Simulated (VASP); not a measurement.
## Y3CoNi: single point with PBE

Crystal: Y3CoNi.

```
Y Ni Co
1.0
     0.00000    3.71097    0.00000
     6.52618   -1.85549    0.00000
     3.03431    0.00000   -8.77297
Y Ni Co
6 2 2
Direct
  0.36691 0.73382 0.99913
  0.63309 0.26618 0.00087
  0.36179 0.72358 0.37397
  0.63821 0.27642 0.62603
  0.10373 0.20746 0.32270
  0.89627 0.79254 0.67730
  0.03540 0.07080 0.85750
  0.96460 0.92920 0.14250
  0.23780 0.47560 0.76290
  0.76220 0.52440 0.23710
```

* Program: VASP 6.6.1
* Task: single point
* Functional: PBE
* Potentials or basis: VASP PAW PBE potentials, release 64 (Y_sv, Ni, Co)
* Cutoff: 520 eV
* k mesh: 5 × 5 × 2
* Occupations: fermi-dirac, width 0.0196 eV
* Spin: no spin polarisation

```json
{
  "Pressure": "3.8 GPa",
  "Largest force": "0.332 eV/Å",
  "Band gap on the k mesh": "zero (band 52 reaches 5.49 eV, above the bottom of band 53 at 4.78 eV)"
}
```

Forces in eV/Å, atoms in the order of the input:
```
Y   -0.326  0.000 -0.060
Y    0.326  0.000  0.060
Y   -0.208  0.000 -0.120
Y    0.208  0.000  0.120
Y    0.185  0.000  0.043
Y   -0.185  0.000 -0.043
Ni  -0.131  0.000  0.047
Ni   0.131  0.000 -0.047
Co   0.105  0.000  0.071
Co  -0.105  0.000 -0.071
```

Stress tensor (GPa, compression positive):
```
3.84 0.00 0.23
0.00 3.55 0.00
0.23 0.00 4.07
```

Levels at points of the mesh, in eV from the Fermi level:
```tsv
k point	band 49	band 50	band 51	band 52	band 53	band 54
(0.00, 0.00, 0.00)	-1.04	-0.96	-0.28	0.33	0.45	0.84
(0.00, 0.00, 0.50)	-0.98	-0.97	-0.26	0.02	0.45	0.90
```

Run time: 13 min on 1 thread of Oxide Virtual Turin-like Processor (shared host), peak memory 0.4 GiB.

Spin polarisation is off, so any magnetic state and its effect on volume and gap are missing.
